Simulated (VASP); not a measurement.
Here is a VASP 6.6.1 calculation.

The input INCAR:

```
SYSTEM = Al8N
  PREC = Accurate
  ENCUT = 520
  EDIFF = 1E-6
  ISMEAR = 0
  SIGMA = 0.1
  LREAL = .False.
  LASPH = .True.
  NELM = 80
  ALGO = Normal
  ISIF = 2
  LWAVE = .False.
  LCHARG = .True.
  LDIPOL = .True.
  IDIPOL = 3
  DIPOL = 0.5 0.5 0.399
  GGA = PE
  LELF = .True.
  LVHAR = .True.
  LVACPOTAV = .True.
  NBANDS = 24
```

Contents of KPOINTS:

```
regular mesh
0
Gamma
  9 9 1
  0 0 0
```

The input POSCAR:

```
Al8N
1.0
    2.8543223330      0.0000000000      0.0000000000
   -1.4271611665      2.4719156510      0.0000000000
    0.0000000000      0.0000000000     33.4760593533
Al N
8 1
Direct
    0.3333333333      0.6666666667      0.1194883770
    0.0000000000      0.0000000000      0.1895622803
    0.6666666667      0.3333333333      0.2596361837
    0.0000000000      0.0000000000      0.3297100869
    0.3333333333      0.6666666667      0.3992195594
    0.0000000000      0.0000000000      0.4696536480
    0.6666666667      0.3333333333      0.5400996810
    0.0000000000      0.0000000000      0.6116627748
    0.6666666667     -0.6666666667      0.6734980099
```

Potentials or basis: VASP PAW PBE potentials, release 64 (Al, N).

The run is started by

```bash
$ cat potpaw_PBE.64/Al/POTCAR potpaw_PBE.64/N/POTCAR > POTCAR
$ mpirun -np 1 vasp_std > vasp.out
```

Task: Estimate the largest force.

Result: 2.649 eV/Å.

Forces on the atoms (eV/Å):
```
Al   0.000  0.000 -0.100
Al   0.000  0.000  0.042
Al   0.000  0.000 -0.001
Al   0.000  0.000 -0.019
Al   0.000  0.000  0.176
Al   0.000  0.000 -0.150
Al   0.000  0.000  0.092
Al   0.000  0.000  2.610
N    0.000  0.000 -2.649
```
